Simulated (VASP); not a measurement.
# MnS (P6_3mc) in VASP: further runs, part 2 of 2

VASP 6.6.1.

### Step 3. Single point, BLYP, collinear spin, ferromagnetic start

This run uses another cell than the first one, of 20.18 Å³/atom.

INCAR reads:

```
PREC = Accurate ; ENCUT = 520
EDIFF = 1E-7 ; ISMEAR = -1
SIGMA = 0.05 ; LREAL = False
LASPH = True ; NELM = 150
ALGO = Normal ; ISIF = 2
LWAVE = False ; LCHARG = False
ISPIN = 2 ; MAGMOM = 4 4 0 0
LORBIT = 11 ; LMAXMIX = 4
GGA = B5 ; ALDAX = 1.0
AGGAX = 1.0 ; AGGAC = 1.0
ALDAC = 0.0 ; NBANDS = 31
```

KPOINTS reads:

```
regular mesh
0
Gamma
  8 8 4
```

POSCAR reads:

```
MnS
1.0
    3.8728690338      0.0000000000      0.0000000000
   -1.9364345170      3.3540029688      0.0000000000
    0.0000000000      0.0000000000      6.2130531654
Mn S
2 2
Direct
    0.6666666667      0.3333333333      0.4988446700
    0.3333333333      0.6666666667      0.9988446700
    0.3333333333      0.6666666667      0.6261543000
    0.6666666667      0.3333333333      0.1261543000
```

Potentials or basis: VASP PAW PBE potentials, release 64 (Mn_pv, S).

Command:

```sh
$ cat potpaw_PBE.64/Mn_pv/POTCAR potpaw_PBE.64/S/POTCAR > POTCAR
$ mpirun -np 1 vasp_std > vasp.out
```

OUTCAR:

```text
PREC = Accurate
   ENCUT = 520
   EDIFF = 1E-7
   ISMEAR = -1
   LREAL = False
   LASPH = True
   NELM = 150
   ISIF = 2
   ISPIN = 2
   LORBIT = 11
   GGA = B5

 ion  position               nearest neighbor table
   1  0.667  0.333  0.499-   4 2.32   3 2.37   3 2.37   3 2.37
   2  0.333  0.667  0.999-   3 2.32   4 2.37   4 2.37   4 2.37
   3  0.333  0.667  0.626-   2 2.32   1 2.37   1 2.37   1 2.37
   4  0.667  0.333  0.126-   1 2.32   2 2.37   2 2.37   2 2.37

  LATTYP: Found a hexagonal cell.
 ALAT       =     3.8728690338
 C/A-ratio  =     1.6042507792

  Lattice vectors:

 A1 = (   3.8728690338,   0.0000000000,   0.0000000000)
 A2 = (  -1.9364345170,   3.3540029688,   0.0000000000)
 A3 = (   0.0000000000,   0.0000000000,   6.2130531654)

Analysis of symmetry for initial positions (statically):
=====================================================================
 Subroutine PRICEL returns:
 Original cell was already a primitive cell.

 Routine SETGRP: Setting up the symmetry group for a
 hexagonal supercell.

 Subroutine GETGRP returns: Found 12 space group operations
 (whereof  6 operations were pure point group operations)
 out of a pool of 24 trial point group operations.

The static configuration has the point symmetry C_3v.
 The point group associated with its full space group is C_6v.

Analysis of symmetry for dynamics (positions and initial velocities):
=====================================================================
 Subroutine PRICEL returns:
 Original cell was already a primitive cell.

 Routine SETGRP: Setting up the symmetry group for a
 hexagonal supercell.

 Subroutine GETGRP returns: Found 12 space group operations
 (whereof  6 operations were pure point group operations)
 out of a pool of 24 trial point group operations.

The dynamic configuration has the point symmetry C_3v.
 The point group associated with its full space group is C_6v.

Analysis of structural, dynamic, and magnetic symmetry:
[... 166 lines left out ...]
 val. band max:        5.5306503358   @ k =   0.2500   0.0000   0.2500
 cond. band min:       5.5617095548   @ k =   0.2500   0.2500   0.2500
 fundamental gap:      0.0310592191
 Fermi energy:         5.5462816878

 spin component 1

 k-point     1 :       0.0000    0.0000    0.0000
  band No.  band energies     occupation
      1     -44.6855      1.00000
      2     -44.6855      1.00000
      3     -44.6845      1.00000
      4     -44.6845      1.00000
      5     -44.6748      1.00000
      6     -44.6691      1.00000
[... 805 lines left out ...]
     30      13.5053      0.00000
     31      13.7481      0.00000

 [... further k-points ...]

 spin component 2

 k-point     1 :       0.0000    0.0000    0.0000
  band No.  band energies     occupation
      1     -40.4974      1.00000
      2     -40.4973      1.00000
      3     -40.4973      1.00000
      4     -40.4959      1.00000
      5     -40.4959      1.00000
      6     -40.4893      1.00000
[... 805 lines left out ...]
     30      14.1683      0.00000
     31      14.4712      0.00000

 [... further k-points ...]

------------------------ aborting loop because EDIFF is reached ----------------------------------------

  FORCE on cell =-STRESS in cart. coord.  units (eV):
  Direction    XX          YY          ZZ          XY          YZ          ZX
  --------------------------------------------------------------------------------------
  -------------------------------------------------------------------------------------
  Total        3.7977819      3.7977819      5.6652230     -0.0000000      0.0000000      0.0000000
  in kB       75.3944321     75.3944321    112.4673004     -0.0000000      0.0000000      0.0000000
  external PRESSURE =      87.7520549 kB  Pullay stress =       0.0000000 kB

 VOLUME and BASIS-vectors are now :
 -----------------------------------------------------------------------------
  energy-cutoff  :      520.00
  volume of cell :       80.71
      direct lattice vectors                 reciprocal lattice vectors
     3.872869034  0.000000000  0.000000000     0.258206511  0.149075599  0.000000000
    -1.936434517  3.354002969  0.000000000     0.000000000  0.298151197  0.000000000
     0.000000000  0.000000000  6.213053165     0.000000000  0.000000000  0.160951464

 POSITION                                       TOTAL-FORCE (eV/Angst)
 -----------------------------------------------------------------------------------
      1.93643      1.11800      3.09935         0.000000      0.000000      0.343990
     -0.00000      2.23600      6.20588        -0.000000     -0.000000      0.343990
     -0.00000      2.23600      3.89033        -0.000000      0.000000     -0.343990
      1.93643      1.11800      0.78380         0.000000     -0.000000     -0.343990
 -----------------------------------------------------------------------------------
    total drift:                               -0.000000      0.000000     -0.001625

  FREE ENERGIE OF THE ION-ELECTRON SYSTEM (eV)
  ---------------------------------------------------
  free  energy   TOTEN  =       -25.1891186686 eV

  energy  without entropy=      -25.1591131825  energy(sigma->0) =      -25.17411593

 total charge

# of ion       s       p       d       tot
------------------------------------------
    1        0.278   6.242   4.988  11.508
    2        0.278   6.242   4.988  11.508
    3        1.329   2.484   0.000   3.813
    4        1.329   2.484   0.000   3.813
--------------------------------------------------
tot          3.215  17.451   9.976  30.642

 magnetization (x)

# of ion       s       p       d       tot
------------------------------------------
    1        0.040   0.066   3.977   4.083
    2        0.040   0.066   3.977   4.083
    3        0.014   0.085   0.000   0.099
    4        0.014   0.085   0.000   0.099
--------------------------------------------------
tot          0.109   0.302   7.954   8.365
```

It took 3.2 min on 1 thread of Intel Xeon 8259CL, shared host; peak memory 0.29 GiB.

Results:

| Item | Value |
| --- | --- |
| Free energy | -25.1891 eV |
| Pressure | 8.8 GPa |
| Largest force | 0.344 eV/Å |
| Net moment | 9.27 μB per cell |
| Site moments | Mn +4.08; S +0.10 μB |
| Valence electrons inside the program's atomic spheres | Mn 11.51; S 3.81 |

Forces on the atoms (eV/Å):
```
Mn   0.000  0.000  0.344
Mn   0.000  0.000  0.344
S    0.000  0.000 -0.344
S    0.000  0.000 -0.344
```

Caveat: the cell stands under pressure; the PAW data sets were made with another functional, which shifts forces and pressure a little; semilocal functionals often make such compounds metallic where correlation or magnetic order opens a gap, which also shifts bond lengths; only a ferromagnetic start was run, and an antiferromagnetic order may lie lower in energy.

### Step 4. Single point, BLYP, collinear spin, ferromagnetic start

This run uses another cell than the first one, of 20.61 Å³/atom.

INCAR reads:

```
SYSTEM = MnS
  PREC = Accurate
  ENCUT = 520
  EDIFF = 1E-6
  ISMEAR = -1
  SIGMA = 0.05
  LREAL = .FALSE.
  LASPH = .TRUE.
  NELM = 150
  ALGO = Normal
  ISIF = 2
  LWAVE = .FALSE.
  LCHARG = .FALSE.
  ISPIN = 2
  MAGMOM = 4 4 0 0
  LORBIT = 11
  LMAXMIX = 4
  GGA = B5
  ALDAX = 1.0
  AGGAX = 1.0
  AGGAC = 1.0
  ALDAC = 0.0
  NBANDS = 31
```

KPOINTS reads:

```
regular mesh
0
G
  8 8 4
  0 0 0
```

POSCAR reads:

```
MnS
1.0
    3.9001436580      0.0000000000      0.0000000000
   -1.9500718291      3.3776234863      0.0000000000
    0.0000000000      0.0000000000      6.2568085025
Mn S
2 2
Direct
    0.6666666667      0.3333333333      0.4988446700
    0.3333333333      0.6666666667      0.9988446700
    0.3333333333      0.6666666667      0.6261543000
    0.6666666667      0.3333333333      0.1261543000
```

Command:

```sh
$ cat potpaw_PBE.64/Mn_pv/POTCAR potpaw_PBE.64/S/POTCAR > POTCAR
$ mpirun -np 1 vasp_std > vasp.out
```

Wall time 2.8 min (1 thread of Intel Xeon 8259CL, shared host); peak memory 0.29 GiB.

It converged, with:

```
Free energy                                           : -25.2786 eV
Pressure                                              : 7.8 GPa
Largest force                                         : 0.328 eV/Å
Net moment                                            : 9.46 μB per cell
Site moments                                          : Mn +4.15; S +0.11 μB
Valence electrons inside the program's atomic spheres : Mn 11.48; S 3.81
```

Forces in eV/Å, atoms in the order of the input:
```
Mn   0.000  0.000  0.328
Mn   0.000  0.000  0.328
S    0.000  0.000 -0.328
S    0.000  0.000 -0.328
```

Stress tensor (GPa, compression positive):
```
 6.64  0.00  0.00
 0.00  6.64  0.00
 0.00  0.00 10.03
```

Levels at points of the mesh, in eV from the Fermi level:
Spin up:
```csv
k point,band 21,band 22,band 23,band 24,band 25,band 26,band 27,band 28
"(0.00, 0.00, 0.00)",-0.55,0.51,0.59,0.59,1.66,3.23,6.14,6.14
"(0.50, 0.00, 0.00)",-2.07,-2.01,-0.84,-0.45,3.97,4.15,4.85,6.65
"(0.00, 0.00, 0.50)",-0.02,-0.02,-0.02,-0.02,3.19,3.19,6.27,6.27
"(0.50, 0.00, 0.50)",-1.20,-1.20,-1.07,-1.07,3.59,3.59,5.58,5.58
```
Spin down:
```
           k point  band 11  band 12  band 13  band 14  band 15  band 16  band 17  band 18
(0.00, 0.00, 0.00)    -3.45    -3.45    -3.40    -3.40     0.38     0.38     0.71     0.89
(0.50, 0.00, 0.00)    -4.18    -3.56    -3.47    -3.37    -0.06     0.13     0.61     0.81
(0.00, 0.00, 0.50)    -3.44    -3.44    -3.44    -3.44     0.71     0.71     0.71     0.71
(0.50, 0.00, 0.50)    -3.52    -3.52    -3.43    -3.43     0.44     0.44     0.80     0.80
```

Caveat: the cell stands under pressure; the PAW data sets were made with another functional, which shifts forces and pressure a little; semilocal functionals often make such compounds metallic where correlation or magnetic order opens a gap, which also shifts bond lengths; only a ferromagnetic start was run, and an antiferromagnetic order may lie lower in energy. With open d or f shells a metallic result of BLYP can be an artefact of self-interaction; +U or a hybrid may open a gap.

### Step 5. Single point, BLYP, collinear spin, ferromagnetic start

This run uses another cell than the first one, of 21.03 Å³/atom.

INCAR reads:

```
SYSTEM = MnS
AGGAC = 1.0
AGGAX = 1.0
ALDAC = 0.0
ALDAX = 1.0
ALGO = Normal
EDIFF = 1E-6
ENCUT = 520
GGA = B5
ISIF = 2
ISMEAR = -1
ISPIN = 2
LASPH = .True.
LCHARG = .False.
LMAXMIX = 4
LORBIT = 11
LREAL = .False.
LWAVE = .False.
MAGMOM = 4 4 0 0
NBANDS = 31
NELM = 150
PREC = Accurate
SIGMA = 0.05
```

KPOINTS reads:

```
k-points
0
Gamma
  8 8 4
  0 0 0
```

POSCAR reads:

```
MnS
1.0
    3.9270420505      0.0000000000      0.0000000000
   -1.9635210253      3.4009181775      0.0000000000
    0.0000000000      0.0000000000      6.2999602696
Mn S
2 2
Direct
    0.6666666667      0.3333333333      0.4988446700
    0.3333333333      0.6666666667      0.9988446700
    0.3333333333      0.6666666667      0.6261543000
    0.6666666667      0.3333333333      0.1261543000
```

Command:

```sh
$ cat potpaw_PBE.64/Mn_pv/POTCAR potpaw_PBE.64/S/POTCAR > POTCAR
$ mpirun -np 1 vasp_std > vasp.out
```

Wall time 3 min (1 thread of Intel Xeon 8259CL, shared host); peak memory 0.29 GiB.

It converged, with:

```
Free energy                                           : -25.3565 eV
Pressure                                              : 6.6 GPa
Largest force                                         : 0.311 eV/Å
Net moment                                            : 9.60 μB per cell
Site moments                                          : Mn +4.21; S +0.12 μB
Valence electrons inside the program's atomic spheres : Mn 11.46; S 3.81
```

Forces on the atoms (eV/Å):
```
Mn   0.000  0.000  0.311
Mn   0.000  0.000  0.311
S    0.000  0.000 -0.311
S    0.000  0.000 -0.311
```

Stress tensor (GPa, compression positive):
```
5.60 0.00 0.00
0.00 5.60 0.00
0.00 0.00 8.72
```

Levels at points of the mesh, in eV from the Fermi level:
Spin up:
```
           k point  band 21  band 22  band 23  band 24  band 25  band 26  band 27  band 28
(0.00, 0.00, 0.00)    -0.62     0.42     0.49     0.49     1.55     3.14     6.08     6.08
(0.50, 0.00, 0.00)    -2.13    -2.05    -0.91    -0.52     3.90     4.05     4.78     6.58
(0.00, 0.00, 0.50)    -0.10    -0.10    -0.10    -0.10     3.09     3.09     6.17     6.17
(0.50, 0.00, 0.50)    -1.26    -1.26    -1.12    -1.12     3.51     3.51     5.50     5.50
```
Spin down:
| k point | band 11 | band 12 | band 13 | band 14 | band 15 | band 16 | band 17 | band 18 |
| --- | --- | --- | --- | --- | --- | --- | --- | --- |
| (0.00, 0.00, 0.00) | -3.38 | -3.38 | -3.34 | -3.34 | 0.40 | 0.40 | 0.72 | 0.89 |
| (0.50, 0.00, 0.00) | -4.11 | -3.51 | -3.42 | -3.31 | -0.02 | 0.16 | 0.62 | 0.81 |
| (0.00, 0.00, 0.50) | -3.37 | -3.37 | -3.37 | -3.37 | 0.72 | 0.72 | 0.72 | 0.72 |
| (0.50, 0.00, 0.50) | -3.46 | -3.46 | -3.37 | -3.37 | 0.46 | 0.46 | 0.81 | 0.81 |

Caveat: the cell stands under pressure; the PAW data sets were made with another functional, which shifts forces and pressure a little; semilocal functionals often make such compounds metallic where correlation or magnetic order opens a gap, which also shifts bond lengths; only a ferromagnetic start was run, and an antiferromagnetic order may lie lower in energy. With open d or f shells a metallic result of BLYP can be an artefact of self-interaction; +U or a hybrid may open a gap.

### Step 6. Single point, BLYP, collinear spin, ferromagnetic start

INCAR reads:

```
PREC = Accurate ; ENCUT = 520
EDIFF = 1E-6 ; ISMEAR = -1
SIGMA = 0.05 ; LREAL = F
LASPH = T ; NELM = 150
ALGO = Normal ; ISIF = 2
LWAVE = F ; LCHARG = F
ISPIN = 2 ; MAGMOM = 4 4 0 0
LORBIT = 11 ; LMAXMIX = 4
GGA = B5 ; ALDAX = 1.0
AGGAX = 1.0 ; AGGAC = 1.0
ALDAC = 0.0 ; NBANDS = 31
```

KPOINTS reads:

```
regular mesh
0
Gamma
  8 8 4
```

POSCAR reads:

```
MnS
1.0
    3.9535769233      0.0000000000      0.0000000000
   -1.9767884617      3.4238980514      0.0000000000
    0.0000000000      0.0000000000      6.3425288600
Mn S
2 2
Direct
    0.6666666667      0.3333333333      0.4988446700
    0.3333333333      0.6666666667      0.9988446700
    0.3333333333      0.6666666667      0.6261543000
    0.6666666667      0.3333333333      0.1261543000
```

Potentials or basis: VASP PAW PBE potentials, release 64 (Mn_pv, S).

Command:

```sh
$ cat potpaw_PBE.64/Mn_pv/POTCAR potpaw_PBE.64/S/POTCAR > POTCAR
$ mpirun -np 1 vasp_std > vasp.out
```

Run time: 3 min. Hardware: 1 thread of Intel Xeon 8259CL, shared host; peak memory 0.3 GiB.

Results (log left out):

| Property | Result |
| --- | --- |
| Free energy | -25.4224 eV |
| Pressure | 5.5 GPa |
| Largest force | 0.295 eV/Å |
| Net moment | 9.72 μB per cell |
| Site moments | Mn +4.25; S +0.12 μB |
| Valence electrons inside the program's atomic spheres | Mn 11.44; S 3.80 |

Forces on the atoms (eV/Å):
```
Mn   0.000  0.000  0.295
Mn   0.000  0.000  0.295
S    0.000  0.000 -0.295
S    0.000  0.000 -0.295
```

Stress tensor (GPa, compression positive):
```
4.54 0.00 0.00
0.00 4.54 0.00
0.00 0.00 7.43
```

Levels at points of the mesh, in eV from the Fermi level:
Spin up:
```csv
k point,band 20,band 21,band 22,band 23,band 24,band 25,band 26,band 27,band 28,band 29
"(0.00, 0.00, 0.00)",-0.68,-0.68,0.33,0.39,0.39,1.45,3.04,6.02,6.02,6.54
"(0.50, 0.00, 0.00)",-2.52,-2.18,-2.08,-0.97,-0.58,3.84,3.95,4.72,6.52,6.72
"(0.00, 0.00, 0.50)",-1.39,-0.17,-0.17,-0.17,-0.17,2.99,2.99,6.09,6.09,6.36
"(0.50, 0.00, 0.50)",-2.68,-1.31,-1.31,-1.18,-1.18,3.44,3.44,5.42,5.42,7.89
```
Spin down:
| k point | band 11 | band 12 | band 13 | band 14 | band 15 | band 16 | band 17 | band 18 |
| --- | --- | --- | --- | --- | --- | --- | --- | --- |
| (0.00, 0.00, 0.00) | -3.32 | -3.32 | -3.29 | -3.29 | 0.42 | 0.42 | 0.73 | 0.89 |
| (0.50, 0.00, 0.00) | -4.05 | -3.46 | -3.37 | -3.26 | 0.01 | 0.18 | 0.63 | 0.81 |
| (0.00, 0.00, 0.50) | -3.31 | -3.31 | -3.31 | -3.31 | 0.72 | 0.72 | 0.72 | 0.72 |
| (0.50, 0.00, 0.50) | -3.40 | -3.40 | -3.32 | -3.32 | 0.48 | 0.48 | 0.81 | 0.81 |

Caveat: the cell stands under pressure; the PAW data sets were made with another functional, which shifts forces and pressure a little; semilocal functionals often make such compounds metallic where correlation or magnetic order opens a gap, which also shifts bond lengths; only a ferromagnetic start was run, and an antiferromagnetic order may lie lower in energy. With open d or f shells a metallic result of BLYP can be an artefact of self-interaction; +U or a hybrid may open a gap.

### Step 7. The runs side by side

```tsv
level	fixed moment (μB)	cell	k mesh	gap on the mesh (eV)	pressure (GPa)	moment (μB)	largest force (eV/Å)
PBE	16.0	a = 3.954, b = 3.954, c = 6.343 Å, angles 90.0, 90.0, 120.0°, 4 atoms	7 × 7 × 4	-	33.6	16.00	0.15
BLYP	-	a = 3.873, b = 3.873, c = 6.213 Å, angles 90.0, 90.0, 120.0°, 4 atoms	8 × 8 × 4	none	8.8	9.27	0.34
BLYP	-	a = 3.900, b = 3.900, c = 6.257 Å, angles 90.0, 90.0, 120.0°, 4 atoms	8 × 8 × 4	none	7.8	9.46	0.33
BLYP	-	a = 3.927, b = 3.927, c = 6.300 Å, angles 90.0, 90.0, 120.0°, 4 atoms	8 × 8 × 4	none	6.6	9.60	0.31
BLYP	-	a = 3.954, b = 3.954, c = 6.343 Å, angles 90.0, 90.0, 120.0°, 4 atoms	8 × 8 × 4	none	5.5	9.72	0.30
```

Alike in all rows: task single point; potentials or basis VASP PAW PBE potentials, release 64 (Mn_pv, S); spin collinear, ferromagnetic start; cutoff (eV) 520; smearing fermi-dirac 0.05 eV.

Caveats: the cell stands under pressure; only a ferromagnetic start was run, and an antiferromagnetic order may lie lower in energy; the PAW data sets were made with another functional, which shifts forces and pressure a little (at least some runs); semilocal functionals often make such compounds metallic where correlation or magnetic order opens a gap, which also shifts bond lengths (at least some runs); the total moment is fixed, so each spin has its own Fermi level (at least some runs).

Absolute energies hang on the potentials; compare differences alone.
